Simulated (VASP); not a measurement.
# ZnS (P3m1) in VASP: notebook, part 2 of 2

VASP 6.6.1. Earlier steps stand in the parts before.

## (3) Single point, PBE (atoms displaced along a vibrational mode)

Input file INCAR:

```
SYSTEM = ZnS
ALGO = Normal
EDIFF = 1E-6
ENCUT = 520
GGA = PE
ISIF = 2
ISMEAR = 0
LASPH = .TRUE.
LCHARG = .TRUE.
LELF = .TRUE.
LREAL = .FALSE.
LVHAR = .TRUE.
LWAVE = .FALSE.
NBANDS = 46
NELM = 100
PREC = Accurate
SIGMA = 0.05
```

Input file KPOINTS:

```
k-points
0
G
  8 4 4
  0 0 0
```

Input file POSCAR:

```
ZnS
1.0
   -3.8454929876      0.0000000000      0.0000000000
    0.0000000000      0.0000000000     -6.3053333116
    0.0000000000     -6.6605892347      0.0000000000
Zn S
4 4
Direct
    0.5000000000      0.9936988586      0.1666673368
    0.0000000000      0.9936988586      0.6666673368
    0.0000000000      0.4958615612      0.3333340034
    0.5000000000      0.4958615612      0.8333340034
    0.5000000000      0.6297355439      0.1666653001
    0.0000000000      0.6297355439      0.6666653001
    0.0000000000      0.1107040363      0.3333319667
    0.5000000000      0.1107040363      0.8333319667
```

Potentials or basis: VASP PAW PBE potentials, release 64 (Zn, S).

Started as:

```console
cat potpaw_PBE.64/Zn/POTCAR potpaw_PBE.64/S/POTCAR > POTCAR
mpirun -np 1 vasp_std > vasp.out
```

OUTCAR:

```text
SYSTEM = ZnS
   EDIFF = 1E-6
   ENCUT = 520
   GGA = PE
   ISIF = 2
   ISMEAR = 0
   LASPH = .TRUE.
   LREAL = .FALSE.
   NELM = 100
   PREC = Accurate

 ion  position               nearest neighbor table
   1  0.500  0.994  0.167-   5 2.29   7 2.34   7 2.34   8 2.34
   2  0.000  0.994  0.667-   6 2.29   8 2.34   8 2.34   7 2.34
   3  0.000  0.496  0.333-   6 2.38   5 2.38   5 2.38   7 2.43
   4  0.500  0.496  0.833-   5 2.38   6 2.38   6 2.38   8 2.43
   5  0.500  0.630  0.167-   1 2.29   4 2.38   3 2.38   3 2.38
   6  0.000  0.630  0.667-   2 2.29   3 2.38   4 2.38   4 2.38
   7  0.000  0.111  0.333-   1 2.34   1 2.34   2 2.34   3 2.43
   8  0.500  0.111  0.833-   2 2.34   2 2.34   1 2.34   4 2.43

  LATTYP: Found a simple orthorhombic cell.
 ALAT       =     3.8454929876
 B/A-ratio  =     1.6396683941
 C/A-ratio  =     1.7320508076

  Lattice vectors:

 A1 = (  -3.8454929876,   0.0000000000,   0.0000000000)
 A2 = (   0.0000000000,   0.0000000000,  -6.3053333116)
 A3 = (   0.0000000000,  -6.6605892347,   0.0000000000)

Analysis of symmetry for initial positions (statically):
=====================================================================
[... 201 lines left out ...]
 val. band max:        1.9177339807   @ k =   0.0000   0.0000   0.0000
 cond. band min:       3.9804104482   @ k =   0.0000   0.0000   0.0000
 fundamental gap:      2.0626764675
 Fermi energy:         2.1787347380

 k-point     1 :       0.0000    0.0000    0.0000
  band No.  band energies     occupation
      1     -11.1043      2.00000
      2     -10.2248      2.00000
      3     -10.2027      2.00000
      4      -9.9105      2.00000
      5      -4.3590      2.00000
      6      -4.3517      2.00000
[... 1165 lines left out ...]
     45       8.6811      0.00000
     46       8.9294      0.00000

 [... further k-points ...]
[... 5 lines left out ...]
  --------------------------------------------------------------------------------------
  -------------------------------------------------------------------------------------
  Total        0.1884576      0.1875318      0.5583035      0.0000000      0.0003780      0.0000000
  in kB        1.8696121      1.8604277      5.5387048      0.0000000      0.0037504      0.0000000
  external PRESSURE =       3.0895815 kB  Pullay stress =       0.0000000 kB

 VOLUME and BASIS-vectors are now :
 -----------------------------------------------------------------------------
  energy-cutoff  :      520.00
  volume of cell :      161.50
      direct lattice vectors                 reciprocal lattice vectors
    -3.845492988  0.000000000  0.000000000    -0.260044682  0.000000000  0.000000000
     0.000000000  0.000000000 -6.305333312     0.000000000  0.000000000 -0.158595898
     0.000000000 -6.660589235  0.000000000     0.000000000 -0.150136867  0.000000000

 POSITION                                       TOTAL-FORCE (eV/Angst)
 -----------------------------------------------------------------------------------
     -1.92275     -1.11010     -6.26560         0.000000     -0.000346     -0.231126
      0.00000     -4.44040     -6.26560        -0.000000     -0.000346     -0.231126
      0.00000     -2.22020     -3.12657        -0.000000      0.000508      0.123340
     -1.92275     -5.55050     -3.12657        -0.000000      0.000508      0.123340
     -1.92275     -1.11009     -3.97069         0.000000      0.000020      0.791815
      0.00000     -4.44038     -3.97069         0.000000      0.000020      0.791815
      0.00000     -2.22019     -0.69803        -0.000000     -0.000182     -0.684028
     -1.92275     -5.55048     -0.69803        -0.000000     -0.000182     -0.684028
 -----------------------------------------------------------------------------------
    total drift:                               -0.000000      0.000059     -0.000478

  FREE ENERGIE OF THE ION-ELECTRON SYSTEM (eV)
  ---------------------------------------------------
  free  energy   TOTEN  =       -27.2964474215 eV

  energy  without entropy=      -27.2964474215  energy(sigma->0) =      -27.29644742
```

It took 12 min on 1 thread of Intel Xeon 8259CL, shared host; peak memory 0.44 GiB.

Results:

| Property | Result |
| --- | --- |
| Free energy | -27.2964 eV |
| Pressure | 0.3 GPa |
| Largest force | 0.792 eV/Å |
| Band gap on the k mesh | 2.06 eV |

Forces on the atoms (eV/Å):
```
Zn   0.000  0.000 -0.231
Zn   0.000  0.000 -0.231
Zn   0.000  0.001  0.123
Zn   0.000  0.001  0.123
S    0.000  0.000  0.792
S    0.000  0.000  0.792
S    0.000  0.000 -0.684
S    0.000  0.000 -0.684
```

Levels at points of the mesh, in eV from the valence-band top:
| k point | band 32 | band 33 | band 34 | band 35 | band 36 | band 37 | band 38 | band 39 | band 40 | band 41 |
| --- | --- | --- | --- | --- | --- | --- | --- | --- | --- | --- |
| (0.00, 0.00, 0.00) | -0.87 | -0.84 | -0.08 | 0.00 | 0.00 | 2.06 | 3.06 | 3.65 | 4.17 | 5.13 |
| (0.50, 0.00, 0.00) | -2.91 | -1.58 | -1.58 | -1.47 | -1.47 | 4.76 | 4.76 | 5.04 | 5.04 | 5.68 |
| (0.00, 0.50, 0.00) | -1.44 | -0.53 | -0.53 | -0.38 | -0.38 | 3.39 | 3.44 | 3.51 | 3.66 | 5.07 |
| (0.50, 0.50, 0.00) | -2.32 | -1.46 | -1.46 | -1.32 | -1.32 | 4.17 | 4.17 | 4.65 | 4.65 | 6.23 |
| (0.00, 0.00, 0.50) | -1.57 | -0.60 | -0.60 | -0.43 | -0.43 | 3.75 | 3.75 | 4.09 | 4.09 | 5.86 |
| (0.50, 0.00, 0.50) | -2.16 | -1.60 | -1.60 | -0.84 | -0.84 | 3.65 | 3.65 | 4.17 | 4.17 | 5.13 |
| (0.00, 0.50, 0.50) | -1.54 | -1.14 | -1.14 | -0.95 | -0.95 | 4.09 | 4.09 | 4.35 | 4.35 | 5.51 |
| (0.50, 0.50, 0.50) | -1.63 | -1.49 | -1.49 | -1.44 | -1.44 | 3.39 | 3.39 | 3.66 | 3.66 | 5.07 |

Caveat: the cell differs from its parent crystal (atoms displaced along a vibrational mode).

## (4) Single point, PBE (atoms displaced along a vibrational mode)

Input file INCAR:

```
  PREC = Accurate
  ENCUT = 520
  EDIFF = 1E-7
  ISMEAR = 0
  SIGMA = 0.05
  LREAL = F
  LASPH = T
  NELM = 80
  ALGO = Normal
  ISIF = 2
  LWAVE = F
  LCHARG = T
  GGA = PE
  LELF = T
  LVHAR = T
  NBANDS = 46
```

Input file KPOINTS:

```
regular mesh
0
Gamma
  8 4 4
```

Input file POSCAR:

```
ZnS
1.0
   -3.8454929876      0.0000000000      0.0000000000
    0.0000000000      0.0000000000     -6.3053333116
    0.0000000000     -6.6605892347      0.0000000000
Zn S
4 4
Direct
    0.5000000000      0.9953208856      0.1666663316
    0.0000000000      0.9953208856      0.6666663316
    0.0000000000      0.4942395342      0.3333329982
    0.5000000000      0.4942395342      0.8333329982
    0.5000000000      0.6154619132      0.1666673500
    0.0000000000      0.6154619132      0.6666673500
    0.0000000000      0.1249776670      0.3333340166
    0.5000000000      0.1249776670      0.8333340166
```

Potentials or basis: VASP PAW PBE potentials, release 64 (Zn, S).

Started as:

```console
cat potpaw_PBE.64/Zn/POTCAR potpaw_PBE.64/S/POTCAR > POTCAR
mpirun -np 1 vasp_std > vasp.out
```

OUTCAR:

```text
PREC = Accurate
   ENCUT = 520
   EDIFF = 1E-7
   ISMEAR = 0
   LREAL = F
   LASPH = T
   NELM = 80
   ISIF = 2
   GGA = PE

 ion  position               nearest neighbor table
   1  0.500  0.995  0.167-   8 2.37   7 2.37   7 2.37   5 2.40
   2  0.000  0.995  0.667-   7 2.37   8 2.37   8 2.37   6 2.40
   3  0.000  0.494  0.333-   7 2.33   5 2.35   5 2.35   6 2.35
   4  0.500  0.494  0.833-   8 2.33   6 2.35   6 2.35   5 2.35
   5  0.500  0.615  0.167-   3 2.35   3 2.35   4 2.35   1 2.40
   6  0.000  0.615  0.667-   4 2.35   4 2.35   3 2.35   2 2.40
   7  0.000  0.125  0.333-   3 2.33   2 2.37   1 2.37   1 2.37
[... 1405 lines left out ...]
  Total        0.1510237      0.1498580      0.2442076      0.0000000     -0.0002695      0.0000000
  in kB        1.4982456      1.4866814      2.4226858      0.0000000     -0.0026740      0.0000000
  external PRESSURE =       1.8025376 kB  Pullay stress =       0.0000000 kB

 VOLUME and BASIS-vectors are now :
 -----------------------------------------------------------------------------
  energy-cutoff  :      520.00
  volume of cell :      161.50
      direct lattice vectors                 reciprocal lattice vectors
    -3.845492988  0.000000000  0.000000000    -0.260044682  0.000000000  0.000000000
     0.000000000  0.000000000 -6.305333312     0.000000000  0.000000000 -0.158595898
     0.000000000 -6.660589235  0.000000000     0.000000000 -0.150136867  0.000000000

 POSITION                                       TOTAL-FORCE (eV/Angst)
 -----------------------------------------------------------------------------------
     -1.92275     -1.11010     -6.27583         0.000000     -0.000339      0.074295
      0.00000     -4.44039     -6.27583         0.000000     -0.000339      0.074295
      0.00000     -2.22019     -3.11634        -0.000000      0.000250     -0.099398
     -1.92275     -5.55049     -3.11634        -0.000000      0.000250     -0.099398
     -1.92275     -1.11010     -3.88069        -0.000000      0.000036     -0.354649
      0.00000     -4.44040     -3.88069        -0.000000      0.000036     -0.354649
      0.00000     -2.22020     -0.78803        -0.000000      0.000054      0.379752
     -1.92275     -5.55050     -0.78803        -0.000000      0.000054      0.379752
 -----------------------------------------------------------------------------------
    total drift:                               -0.000000      0.000003     -0.000112

  FREE ENERGIE OF THE ION-ELECTRON SYSTEM (eV)
  ---------------------------------------------------
  free  energy   TOTEN  =       -27.3644879882 eV

  energy  without entropy=      -27.3644879882  energy(sigma->0) =      -27.36448799
```

OSZICAR:

```text
N       E                     dE             d eps       ncg     rms          rms(c)
DAV:   1     0.589614330806E+03    0.58961E+03   -0.33065E+04  4600   0.187E+03
DAV:   2     0.514803849858E+02   -0.53813E+03   -0.51732E+03  4608   0.434E+02
DAV:   3    -0.252933133173E+02   -0.76774E+02   -0.75667E+02  5080   0.152E+02
DAV:   4    -0.290193925732E+02   -0.37261E+01   -0.37105E+01  5654   0.335E+01
DAV:   5    -0.290764666527E+02   -0.57074E-01   -0.57052E-01  5342   0.423E+00    0.133E+01
DAV:   6    -0.273234842686E+02    0.17530E+01   -0.35694E+00  7052   0.410E+01    0.103E+01
DAV:   7    -0.274033637162E+02   -0.79879E-01   -0.40272E+00  5106   0.782E+00    0.465E+00
DAV:   8    -0.273616777004E+02    0.41686E-01   -0.26775E-01  5832   0.543E+00    0.159E+00
DAV:   9    -0.273634329425E+02   -0.17552E-02   -0.46528E-02  5930   0.328E+00    0.385E-01
DAV:  10    -0.273639217286E+02   -0.48879E-03   -0.51905E-03  5874   0.112E+00    0.234E-01
DAV:  11    -0.273642247252E+02   -0.30300E-03   -0.60557E-04  5334   0.348E-01    0.110E-01
DAV:  12    -0.273644922733E+02   -0.26755E-03   -0.51315E-04  4954   0.133E-01    0.632E-02
DAV:  13    -0.273644827953E+02    0.94780E-05   -0.31321E-05  5750   0.893E-02    0.117E-02
DAV:  14    -0.273644877418E+02   -0.49465E-05   -0.67055E-06  5158   0.226E-02    0.616E-03
DAV:  15    -0.273644879025E+02   -0.16061E-06   -0.13487E-06  5606   0.188E-02    0.198E-03
DAV:  16    -0.273644879882E+02   -0.85762E-07   -0.62008E-07  5090   0.550E-03
   1 F= -.27364488E+02 E0= -.27364488E+02  d E =-.142151E-13
```

It took 14 min on 1 thread of Intel Xeon 8259CL, shared host; peak memory 0.43 GiB.

Results:

* Free energy: -27.3645 eV
* Pressure: 0.2 GPa
* Largest force: 0.380 eV/Å
* Band gap on the k mesh: 2.08 eV

Forces on the atoms (eV/Å):
```
Zn   0.000  0.000  0.074
Zn   0.000  0.000  0.074
Zn   0.000  0.000 -0.099
Zn   0.000  0.000 -0.099
S    0.000  0.000 -0.355
S    0.000  0.000 -0.355
S    0.000  0.000  0.380
S    0.000  0.000  0.380
```

Stress tensor (GPa, compression positive):
```
0.15 0.00 0.00
0.00 0.15 0.00
0.00 0.00 0.24
```

Levels at points of the mesh, in eV from the valence-band top:
| k point | band 33 | band 34 | band 35 | band 36 | band 37 | band 38 | band 39 | band 40 |
| --- | --- | --- | --- | --- | --- | --- | --- | --- |
| (0.00, 0.00, 0.00) | -0.85 | -0.07 | 0.00 | 0.00 | 2.08 | 3.05 | 3.68 | 4.18 |
| (0.50, 0.00, 0.00) | -1.58 | -1.58 | -1.48 | -1.48 | 4.78 | 4.78 | 5.11 | 5.11 |
| (0.00, 0.50, 0.00) | -0.49 | -0.49 | -0.41 | -0.41 | 3.46 | 3.47 | 3.49 | 3.60 |
| (0.50, 0.50, 0.00) | -1.42 | -1.42 | -1.35 | -1.35 | 4.30 | 4.30 | 4.55 | 4.55 |
| (0.00, 0.00, 0.50) | -0.61 | -0.61 | -0.43 | -0.43 | 3.78 | 3.78 | 4.09 | 4.09 |
| (0.50, 0.00, 0.50) | -1.60 | -1.60 | -0.85 | -0.85 | 3.68 | 3.68 | 4.18 | 4.18 |
| (0.00, 0.50, 0.50) | -1.09 | -1.09 | -0.99 | -0.99 | 4.17 | 4.17 | 4.30 | 4.30 |
| (0.50, 0.50, 0.50) | -1.53 | -1.53 | -1.49 | -1.49 | 3.47 | 3.47 | 3.60 | 3.60 |

Caveat: the cell differs from its parent crystal (atoms displaced along a vibrational mode).

## (5) Overview

| cell | gap on the mesh (eV) | pressure (GPa) | largest force (eV/Å) |
| --- | --- | --- | --- |
| as given, atomic positions A | 2.02 | 0.8 | 1.48 |
| as given, atomic positions B | 2.06 | 0.3 | 0.79 |
| as given, atomic positions C | 2.08 | 0.2 | 0.38 |

Alike in all rows: task single point; level PBE; potentials or basis VASP PAW PBE potentials, release 64 (Zn, S); no spin polarisation; k mesh 8 × 4 × 4; cutoff (eV) 520; smearing gaussian 0.05 eV.

Caveats: forces of over 1 eV/Å act on the atoms, so gaps and moduli don't describe the material at rest (at least some runs).

Total energies depend on the potentials used, so only differences within one code and one set of settings carry meaning.
